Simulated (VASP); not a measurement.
# Pt (I4/mmm) in VASP: notebook, part 2 of 2

VASP 6.6.1. The steps go on from the part before.

### Step 3. Single point, r2SCAN (strain +0.0300 x Voigt [0, 0, 1, 0, 0, 0])

POSCAR reads:

```
Pt
1.0
   -1.5842200000      1.5842200000      1.6317466000
    1.5842200000     -1.5842200000      1.6317466000
    1.5842200000      1.5842200000     -1.6317466000
Pt
1
Direct
    0.0000000000      0.0000000000      0.0000000000
```

INCAR.step1 reads:

```
ALGO = Normal
EDIFF = 1E-4
ENCUT = 520
GGA = PE
ISMEAR = 0
LASPH = T
LCHARG = F
LREAL = F
LWAVE = T
NBANDS = 11
NELM = 60
PREC = Accurate
SIGMA = 0.15
```

INCAR.step2 reads:

```
ALGO = Normal
EDIFF = 1E-6
ENCUT = 520
ISIF = 2
ISMEAR = 0
ISTART = 1
LASPH = T
LCHARG = F
LMIXTAU = T
LREAL = F
LWAVE = F
METAGGA = R2SCAN
NBANDS = 11
NELM = 60
PREC = Accurate
SIGMA = 0.15
```

KPOINTS reads:

```
k-points
0
Gamma
  22 22 22
```

Potentials or basis: VASP PAW PBE potentials, release 64 (Pt).

Run with:

```bash
$ cat potpaw_PBE.64/Pt/POTCAR > POTCAR
$ cp INCAR.step1 INCAR
$ mpirun -np 1 vasp_std > vasp.out
$ cp INCAR.step2 INCAR
$ mpirun -np 1 vasp_std > vasp.out
```

OUTCAR:

```text
EDIFF = 1E-6
   ENCUT = 520
   ISIF = 2
   ISMEAR = 0
   ISTART = 1
   LASPH = T
   LREAL = F
   METAGGA = R2SCAN
   NELM = 60
   PREC = Accurate

 ion  position               nearest neighbor table
   1  0.000  0.000  0.000-

  LATTYP: Found a body centered tetragonal cell.
 ALAT       =     3.1684400000
 C/A-ratio  =     1.0300000000

  Lattice vectors:

 A1 = (  -1.5842200000,   1.5842200000,   1.6317466000)
 A2 = (   1.5842200000,  -1.5842200000,   1.6317466000)
 A3 = (   1.5842200000,   1.5842200000,  -1.6317466000)

Analysis of symmetry for initial positions (statically):
=====================================================================
 Subroutine PRICEL returns:
 Original cell was already a primitive cell.

 Routine SETGRP: Setting up the symmetry group for a
 body centered tetragonal supercell.

 Subroutine GETGRP returns: Found 16 space group operations
 (whereof 16 operations were pure point group operations)
 out of a pool of 16 trial point group operations.

The static configuration has the point symmetry D_4h.

Analysis of symmetry for dynamics (positions and initial velocities):
=====================================================================
 Subroutine PRICEL returns:
 Original cell was already a primitive cell.

 Routine SETGRP: Setting up the symmetry group for a
 body centered tetragonal supercell.

 Subroutine GETGRP returns: Found 16 space group operations
 (whereof 16 operations were pure point group operations)
 out of a pool of 16 trial point group operations.

The dynamic configuration has the point symmetry D_4h.

 Subroutine INISYM returns: Found 16 space group operations
 (whereof 16 operations are pure point group operations),
 and found     1 'primitive' translations

----------------------------------------------------------------------------------------

[... 114 lines left out ...]
   LORBIT       =      0    0 simple, 1 ext, 2 COOP (PROOUT), +10 PAW based schemes
   METAGGA = R2SCAN    functional components
   LHFCALC =     F    Hartree Fock is set to
   AEXX    =    0.0000 exact exchange contribution
   IVDW    =     0    specifies the selected vdW correction
   LEPSILON=     F    determine dielectric tensor
   LRPA    =     F    only Hartree local field effects (RPA)
 non-spin polarized calculation
 Gauss-broadening in eV      SIGMA  =   0.15
  energy-cutoff  :      520.00
  volume of cell :       16.38
 maximum number of plane-waves:       456
 NGX is ok and might be reduce to    24
   NGX = 11   NGY = 11   NGZ = 11

 number of electron      10.0000000 magnetization

 Free energy of the ion-electron system (eV)
  ---------------------------------------------------
  ext. energy  EPLUGINS =         0.00000000
  ---------------------------------------------------
  free energy    TOTEN  =       -51.37900636 eV

  energy without entropy =      -51.36600358  energy(sigma->0) =      -51.37250497

 E-fermi :   9.3208     XC(G=0): -14.0198

 val. band max:        9.3202465074   @ k =   0.3636  -0.0000   0.0000
 cond. band min:       9.3241706081   @ k =  -0.3636   0.3636   0.0000
 fundamental gap:      0.0039241007
 Fermi energy:         9.3207843864

 k-point     1 :       0.0000    0.0000    0.0000
  band No.  band energies     occupation
      1      -0.0202      2.00000
      2       5.8463      2.00000
      3       5.8463      2.00000
      4       6.0793      2.00000
      5       8.1331      2.00000
      6       8.4145      2.00000
      7      27.0456      0.00000
      8      27.6200      0.00000
      9      27.6200      0.00000
     10      36.4172      0.00000
     11      37.2066      0.00000
[... 309 lines left out ...]
 k-point    24 :      -0.4545    0.0455   -0.0000
  band No.  band energies     occupation
      1       2.9660      2.00000
      2       4.6952      2.00000
      3       7.7877      2.00000
      4       8.4184      2.00000
      5       8.9696      1.99907
      6      10.3690      0.00000
      7      16.6992      0.00000
      8      23.7628      0.00000
      9      26.1457      0.00000
     10      33.9721      0.00000
     11      34.6458      0.00000

 [... further k-points ...]

------------------------ aborting loop because EDIFF is reached ----------------------------------------

  FORCE on cell =-STRESS in cart. coord.  units (eV):
  Direction    XX          YY          ZZ          XY          YZ          ZX
  --------------------------------------------------------------------------------------
  -------------------------------------------------------------------------------------
  Total       -1.3182500     -1.3182500     -1.0986959      0.0000000      0.0000000      0.0000000
  in kB     -128.9331698   -128.9331698   -107.4593948      0.0000000      0.0000000      0.0000000
  external PRESSURE =    -121.7752448 kB  Pullay stress =       0.0000000 kB

 VOLUME and BASIS-vectors are now :
 -----------------------------------------------------------------------------
  energy-cutoff  :      520.00
  volume of cell :       16.38
      direct lattice vectors                 reciprocal lattice vectors
    -1.584220000  1.584220000  1.631746600     0.000000000  0.315612731  0.306420127
     1.584220000 -1.584220000  1.631746600     0.315612731  0.000000000  0.306420127
     1.584220000  1.584220000 -1.631746600     0.315612731  0.315612731  0.000000000

 POSITION                                       TOTAL-FORCE (eV/Angst)
 -----------------------------------------------------------------------------------
      0.00000      0.00000      0.00000         0.000000      0.000000      0.000000
 -----------------------------------------------------------------------------------
    total drift:                               -0.000000      0.000000     -0.000000

  FREE ENERGIE OF THE ION-ELECTRON SYSTEM (eV)
  ---------------------------------------------------
  free  energy   TOTEN  =       -51.3790063608 eV

  energy  without entropy=      -51.3660035816  energy(sigma->0) =      -51.37250497
```

OUTCAR.step1:

```text
EDIFF = 1E-4
   ENCUT = 520
   GGA = PE
   ISMEAR = 0
   LASPH = T
[... 553 lines left out ...]

 POSITION                                       TOTAL-FORCE (eV/Angst)
 -----------------------------------------------------------------------------------
      0.00000      0.00000      0.00000         0.000000      0.000000      0.000000
 -----------------------------------------------------------------------------------
    total drift:                               -0.000000      0.000000     -0.000000

  FREE ENERGIE OF THE ION-ELECTRON SYSTEM (eV)
  ---------------------------------------------------
  free  energy   TOTEN  =        -5.9948661682 eV

  energy  without entropy=       -5.9812102983  energy(sigma->0) =       -5.98803823
```

Wall time 4.1 min (1 thread of Intel Xeon Platinum 8488C (Sapphire Rapids), shared host); peak memory 0.28 GiB.

What came out:

| Item | Value |
| --- | --- |
| Free energy | -51.3790 eV |
| Pressure | -12.2 GPa |
| Band gap on the k mesh | zero (bands 5 and 6 overlap by 2.19 eV) |

Levels at points of the mesh, in eV from the Fermi level:
```csv
k point,band 1,band 2,band 3,band 4,band 5,band 6,band 7,band 8,band 9,band 10
"(0.00, 0.00, 0.00)",-9.34,-3.47,-3.47,-3.24,-1.19,-0.91,17.72,18.30,18.30,27.10
"(0.50, 0.00, 0.00)",-6.42,-4.69,-1.35,-0.75,0.53,1.00,6.23,14.19,16.54,24.76
"(0.50, 0.50, 0.00)",-6.39,-4.95,-1.01,-0.66,0.71,1.06,6.49,13.83,15.81,24.76
"(0.50, 0.50, 0.50)",-5.94,-5.93,0.47,0.56,0.56,7.42,8.34,8.34,12.87,19.08
```

Caveat: the cell differs from its parent crystal (strain +0.0300 x Voigt [0, 0, 1, 0, 0, 0]); the cell stands under tension; the PAW data sets were made with another functional, which shifts forces and pressure a little; spin-orbit coupling is left out, which moves the levels of the heavy elements.
